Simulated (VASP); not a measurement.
Crystal: CdTe.

```
CELL_PARAMETERS angstrom
3.63142 0.00000 0.00000
0.00000 3.63142 0.00000
0.00000 0.00000 3.63142
ATOMIC_POSITIONS crystal
Cd 0.00000 0.00000 0.00000
Te 0.50000 0.50000 0.50000
```

```yaml
Program: VASP 6.6.1
Task: relaxation of cell and atoms
Functional: PBEsol
Potentials_or_basis: VASP PAW PBE potentials, release 64 (Cd, Te)
Cutoff: 500 eV
k_mesh: 6 × 6 × 6
Occupations: fermi-dirac, width 0.03 eV
Spin: no spin polarisation
```

At the start: pressure 3.8 GPa; volume 23.94 Å³/atom.

Question: How do energy, volume and symmetry change on relaxing?

Answer: Over 3 steps the energy falls by 15.8 meV/atom and the volume is 25.34 Å³/atom (+5.8 %); space group Pm-3m (No. 221, to 0.05 Å).

The path:
```csv
step,energy change (eV),largest force (eV/Å),pressure (GPa),volume (Å³)
1,0.0000,0.0000,3.82,47.89
2,-0.0261,0.0000,-1.37,51.96
3,-0.0316,0.0000,0.01,50.69
```

Final structure:
```xyz
2
Lattice="3.7008 0.0000 0.0000 0.0000 3.7008 0.0000 0.0000 0.0000 3.7008" Properties=species:S:1:pos:R:3 pbc="T T T"
Cd    0.0000    0.0000    0.0000
Te    1.8504    1.8504    1.8504
```

Caveat: the PAW data sets were made with another functional, which shifts forces and pressure a little.
